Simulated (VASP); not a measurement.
Input of a VASP 6.6.1 run:

INCAR

```
PREC = Accurate ; ENCUT = 520
EDIFF = 1E-7 ; ISMEAR = -1
SIGMA = 0.02 ; LREAL = F
LASPH = T ; NELM = 60
ALGO = Normal ; ISIF = 2
LWAVE = F ; LCHARG = F
GGA = PE ; NBANDS = 16
```

The input KPOINTS:

```
regular mesh
0
Gamma
  12 12 6
```

Contents of POSCAR:

```
MgO
1.0
    3.3868637024      0.0000000000      0.0000000000
   -1.6934318512      2.9331100054      0.0000000000
    0.0000000000      0.0000000000      5.1853974035
Mg O
2 2
Direct
    0.3333333333      0.6666666667     -0.0086890121
    0.6666666667      0.3333333333      0.4913109879
    0.3333333333      0.6666666667      0.3836890121
    0.6666666667      0.3333333333      0.8836890121
```

Potentials or basis: VASP PAW PBE potentials, release 64 (Mg, O).

Command:

```bash
$ cat potpaw_PBE.64/Mg/POTCAR potpaw_PBE.64/O/POTCAR > POTCAR
$ mpirun -np 1 vasp_std > vasp.out
```

(1) Estimate the largest force.

(2) Predict the band gap on the k mesh.

Results:

(1) 0.017 eV/Å.

(2) 3.09 eV.

Caveat: the cell differs from its parent crystal (strain +3.0%); the cell stands under tension.
